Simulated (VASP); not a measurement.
A run of VASP 6.6.1 is set up as follows.

The input INCAR:

```
SYSTEM = Cu
PREC = Accurate
ENCUT = 520
EDIFF = 1E-7
ISMEAR = -1
SIGMA = 0.1
LREAL = .FALSE.
LASPH = .TRUE.
NELM = 80
ALGO = Normal
ISIF = 2
LWAVE = .FALSE.
LCHARG = .FALSE.
GGA = B5
ALDAX = 1.0
AGGAX = 1.0
AGGAC = 1.0
ALDAC = 0.0
NBANDS = 12
```

KPOINTS

```
Automatic mesh
0
G
  10 10 10
  0 0 0
```

Contents of POSCAR:

```
Cu
1.0
   -1.4154960000      1.4484900000      1.3980250000
    1.4489680000     -1.4434600000      1.4278460000
    1.3854000000      1.4133640000     -1.3927510000
Cu
1
Direct
   -0.0336540000     -0.0329640000      0.0109920000
```

Potentials or basis: VASP PAW PBE potentials, release 64 (Cu).

Launch:

```bash
$ cat potpaw_PBE.64/Cu/POTCAR > POTCAR
$ mpirun -np 1 vasp_std > vasp.out
```

Problem. Estimate the pressure.

Solution. 16.9 GPa.

Problem. Estimate the band gap on the k mesh.

Solution. Zero (an odd number of electrons rules out a gap without spin polarisation).

Stress tensor (GPa, compression positive):
```
16.59  1.61 -1.65
 1.61 17.62 -0.45
-1.65 -0.45 16.51
```

Caveat: the cell differs from its parent crystal (the cell strained at random); the cell stands under pressure; the PAW data sets were made with another functional, which shifts forces and pressure a little.
